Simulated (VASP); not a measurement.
Be7B: single point with PBE

Crystal: Be7B.

```
Be B
1.0
     4.23423    0.00000    0.00000
     0.00000    4.23423    0.00000
     0.00000    0.00000    4.23423
Be B
7 1
Cartesian
  1.0696 1.0696 1.0696
  0.0000 2.1171 2.1171
  2.1171 2.1171 0.0000
  2.1171 0.0000 2.1171
  3.1646 1.0696 3.1646
  3.1646 3.1646 1.0696
  1.0696 3.1646 3.1646
  0.0000 0.0000 0.0000
```

The cell was built from a structure type or drawn by symmetry, and may not be a known phase.

```yaml
Program: VASP 6.6.1
Task: single point
Functional: PBE
Potentials_or_basis: VASP PAW PBE potentials, release 64 (Be, B)
Cutoff: 520 eV
k_mesh: 4 × 4 × 4
Occupations: gaussian, width 0.1 eV
Spin: no spin polarisation
Dipole_correction: no
Further_INCAR_settings: ALGO = Fast; EDIFF = 1e-06; NBANDS = 18
```

```yaml
Pressure: 34.5 GPa
Largest_force: 1.431 eV/Å
Band_gap_on_the_k_mesh: zero (an odd number of electrons rules out a gap without spin polarisation)
```

Forces on the atoms (eV/Å):
```
Be  -0.826 -0.826 -0.826
Be   0.000  0.000  0.000
Be   0.000  0.000  0.000
Be   0.000  0.000  0.000
Be   0.826 -0.826  0.826
Be   0.826  0.826 -0.826
Be  -0.826  0.826  0.826
B    0.000  0.000  0.000
```

Levels at points of the mesh, in eV from the Fermi level:
```tsv
k point	band 4	band 5	band 6	band 7	band 8	band 9	band 10	band 11	band 12	band 13
(0.00, 0.00, 0.00)	-3.15	-3.15	-2.84	-2.84	0.08	0.08	0.08	0.74	0.74	0.74
(0.50, 0.00, 0.00)	-2.17	-2.17	-2.12	-1.66	-1.45	-1.45	-1.33	1.93	1.93	2.52
(0.50, 0.50, 0.00)	-6.10	-1.42	-1.12	-0.40	-0.40	-0.07	-0.05	0.03	0.03	2.98
(0.50, 0.50, 0.50)	-5.29	-4.86	-3.88	-3.88	-3.88	2.91	2.91	2.91	4.01	4.01
```

Wall time 9.7 s on 1 thread of Intel(R) Xeon(R) Platinum 8488C (Sapphire Rapids) (shared host), peak memory 0.16 GiB.

Caveat: the k points lie up to 0.37 Å⁻¹ apart, too coarse for converged energies and pressures of a metal; forces of over 1 eV/Å act on the atoms, so gaps and moduli don't describe the material at rest.
